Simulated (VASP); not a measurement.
## Ga2O3: single point with PBE

Ga2O3:

```xyz
10
Lattice="6.5388 -1.6188 0.0109 6.5388 1.6188 0.0109 -1.4729 0.0000 5.4223" Properties=species:S:1:pos:R:3 pbc="T T T"
Ga    0.0053    0.0000    4.3112
Ga   11.5994    0.0000    1.1329
Ga    8.1488    0.0000    1.7181
Ga    3.4559    0.0000    3.7261
O     1.9772    0.0000    0.5957
O     9.6276    0.0000    4.8484
O     1.4404    0.0000    3.0639
O    10.1644    0.0000    2.3802
O     6.1087    0.0000    1.4026
O     5.4961    0.0000    4.0415
```

This cell differs from its parent crystal: strain +0.050 along x and y, -0.050 along z.

```
Program             : VASP 6.6.1
Task                : single point
Functional          : PBE
Potentials or basis : VASP PAW PBE potentials, release 64 (Ga_d, O)
Cutoff              : 600 eV
k mesh              : 10 × 10 × 6
Occupations         : gaussian, width 0.05 eV
Spin                : no spin polarisation
```

```
Pressure               : -6.0 GPa
Largest force          : 2.033 eV/Å
Band gap on the k mesh : 0.86 eV (least direct gap 0.89 eV)
```

Forces in eV/Å, atoms in the order of the input:
```
Ga  -1.291  0.000 -1.570
Ga   1.291  0.000  1.570
Ga  -0.461  0.000  0.010
Ga   0.461  0.000 -0.010
O    0.245  0.000  1.033
O   -0.245  0.000 -1.033
O    0.322  0.000  0.178
O   -0.322  0.000 -0.178
O   -0.247  0.000 -0.219
O    0.247  0.000  0.219
```

Stress tensor (GPa, compression positive):
```
-12.41   0.00   0.18
  0.00 -18.55   0.00
  0.18   0.00  12.92
```

Levels at points of the mesh, in eV from the valence-band top:
```
           k point  band 42  band 43  band 44  band 45  band 46  band 47
(0.00, 0.00, 0.00)    -1.12    -1.06    -0.03     0.86     4.30     4.81
(0.50, 0.00, 0.00)    -1.20    -1.16     0.00     4.34     5.37     5.85
(0.50, 0.50, 0.00)    -1.51    -1.29    -0.07     3.01     3.29     4.08
(0.00, 0.00, 0.50)    -1.41    -1.09    -1.03     3.02     3.48     4.90
(0.50, 0.00, 0.50)    -1.46    -1.32    -0.92     5.29     5.37     6.47
(0.50, 0.50, 0.50)    -1.35    -1.08    -0.57     3.47     3.80     4.46
```

Wall time 16 min on 4 MPI ranks on AMD EPYC 9755 128-Core Processor, with other jobs on the host, peak memory 1 GiB a rank.

Caveat: the cell differs from its parent crystal (strain +0.050 along x and y, -0.050 along z); the stress differs along the axes, from -19 to 13 GPa; forces of over 1 eV/Å act on the atoms, so gaps and moduli don't describe the material at rest. A k mesh can miss the band edges.
